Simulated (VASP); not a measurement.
Runs of VASP 6.6.1 on AlAu4. The structure is that of space group C2/m (No. 12), or close to it. The cells are those of the table. 

```csv
cell,further INCAR settings,gap on the mesh (eV),pressure (GPa),largest force (eV/Å)
"a = 2.845, b = 2.845, c = 10.616 Å, angles 94.5, 94.5, 70.0°, 5 atoms",ALGO = Fast; EDIFF = 1e-07; NBANDS = 32,none,(c),1.30
"a = 2.941, b = 2.941, c = 10.534 Å, angles 96.2, 96.2, 70.1°, 5 atoms",ALGO = Fast; EDIFF = 1e-06; NBANDS = 32,none,19.6,7.30
"a = 2.969, b = 2.969, c = 10.918 Å, angles 94.1, 94.1, 70.5°, 5 atoms",ALGO = Fast; EDIFF = 1e-06; NBANDS = 32,none,(b),0.11
"a = 2.875, b = 2.875, c = 10.942 Å, angles 93.5, 93.5, 67.7°, 5 atoms",ALGO = Fast; EDIFF = 1e-06; NBANDS = 32,none,0.8,(a)
"a = 2.893, b = 2.893, c = 10.657 Å, angles 96.1, 96.1, 69.7°, 5 atoms",ALGO = Fast; EDIFF = 1e-06; NBANDS = 32,none,4.3,0.75
```

Alike in all rows: task single point; level PBEsol; potentials or basis VASP PAW PBE potentials, release 64 (Al, Au); no spin polarisation; k mesh 12 × 12 × 4; cutoff (eV) 520; smearing gaussian 0.1 eV.

Fill in the values left out.

(a) 0.31; (b) -8.3; (c) 9.8.

Caveats: the PAW data sets were made with another functional, which shifts forces and pressure a little; spin-orbit coupling is left out, which moves the levels of the heavy elements.

A k mesh can miss the band edges, and the runs leave out spin-orbit coupling on Au.

A gap of «none» marks levels without a gap at the run's occupations.
